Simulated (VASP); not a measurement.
Wanted: the native input for a VASP 6.6.1 run.

```
Task                   : single point
Functional             : PBEsol
Potentials or basis    : VASP PAW PBE potentials, release 64 (Mg, B)
Cutoff                 : 520 eV
k mesh                 : 15 × 15 × 12
Occupations            : gaussian, width 0.1 eV
Spin                   : no spin polarisation
Dipole correction      : no
Further INCAR settings : ALGO = Normal; EDIFF = 1e-06; NBANDS = 11
```

The structure of MgB2 lies in POSCAR:

```
MgB2
1.0
    3.0775350038      0.0000000000      0.0000000000
   -1.5387675019      2.6652234943      0.0000000000
    0.0000000000      0.0000000000      3.6201643400
Mg B
1 2
Direct
    0.0000000000      0.0000000000      0.0000000000
    0.3333333333      0.6666666667      0.5000000000
    0.6666666667      0.3333333333      0.5000000000
```

This cell differs from its parent crystal: strained.

These files were run (other wordings do the same):

INCAR

```
SYSTEM = MgB2
PREC = Accurate ; ENCUT = 520
EDIFF = 1E-6 ; ISMEAR = 0
SIGMA = 0.1 ; LREAL = .FALSE.
LASPH = .TRUE. ; NELM = 100
ALGO = Normal ; ISIF = 2
LWAVE = .FALSE. ; LCHARG = .TRUE.
GGA = PS ; LELF = .TRUE.
LVHAR = .TRUE. ; NBANDS = 11
```

KPOINTS

```
regular mesh
0
G
  15 15 12
  0 0 0
```

Potentials or basis: VASP PAW PBE potentials, release 64 (Mg, B).

Run with:

```console
$ cat potpaw_PBE.64/Mg/POTCAR potpaw_PBE.64/B/POTCAR > POTCAR
$ mpirun -np 1 vasp_std > vasp.out
```

It gave:

```yaml
Pressure: -5.1 GPa
Band_gap_on_the_k_mesh: zero (band 4 reaches 6.71 eV, above the bottom of band 5 at 3.13 eV)
```

Caveat: the cell differs from its parent crystal (strained); the PAW data sets were made with another functional, which shifts forces and pressure a little.

Wall time 26 s on 1 thread of AMD EPYC 9R45 96-Core Processor (Zen 5), on a shared host, peak memory 0.16 GiB.
